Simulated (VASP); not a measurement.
Input of a VASP 6.6.1 run:

INCAR

```
PREC = Accurate
ENCUT = 520
EDIFF = 1E-6
ISMEAR = 0
SIGMA = 0.15
LREAL = F
LASPH = T
NELM = 100
ALGO = Fast
ISIF = 2
LWAVE = F
LCHARG = T
GGA = PE
LELF = T
LVHAR = T
NBANDS = 10
```

File KPOINTS:

```
regular mesh
0
Gamma
  22 22 22
```

POSCAR

```
Re
1.0
    0.2478061543      2.1063523113      2.1063523113
    2.1063523113      0.2478061543      2.1063523113
    2.1063523113      2.1063523113      0.2478061543
Re
1
Direct
    0.0000000000      0.0000000000      0.0000000000
```

Potentials or basis: VASP PAW PBE potentials, release 64 (Re).

Command:

```bash
$ cat potpaw_PBE.64/Re/POTCAR > POTCAR
$ mpirun -np 1 vasp_std > vasp.out
```

**Question.** Predict the pressure.

**Answer.** 3.7 GPa.

**Question.** What does it give for the band gap on the k mesh?

**Answer.** Zero (an odd number of electrons rules out a gap without spin polarisation).

Stress tensor (GPa, compression positive):
```
  3.67 -22.33 -22.33
-22.33   3.67 -22.33
-22.33 -22.33   3.67
```

Caveat: the cell stands under pressure; spin-orbit coupling is left out, which moves the levels of the heavy elements.
